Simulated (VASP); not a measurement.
Input of a VASP 6.6.1 run:

The input INCAR:

```
PREC = Accurate ; ENCUT = 520
EDIFF = 1E-6 ; ISMEAR = 0
SIGMA = 0.1 ; LREAL = F
LASPH = T ; NELM = 80
ALGO = Fast ; ISIF = 2
LWAVE = F ; LCHARG = F
GGA = PE ; IVDW = 12
NBANDS = 16
```

File KPOINTS:

```
regular mesh
0
Gamma
  9 9 4
```

POSCAR

```
Ir
1.0
    2.7513778946      0.0000000000      0.0000000000
   -1.3756889473      2.3827631521      0.0000000000
    0.0000000000      0.0000000000      4.4622900000
Ir
2
Direct
    0.6666666700      0.3333333300      0.7500000000
    0.3333333300      0.6666666700      0.2500000000
```

Potentials or basis: VASP PAW PBE potentials, release 64 (Ir).

Launch:

```bash
$ cat potpaw_PBE.64/Ir/POTCAR > POTCAR
$ mpirun -np 1 vasp_std > vasp.out
```

(1) Predict the pressure.

(2) What does it give for the dispersion energy per atom?

## Answers

(1) -9.7 GPa.

(2) -0.710 eV.

Caveat: pairwise dispersion overbinds metals, which lowers pressure and volume.
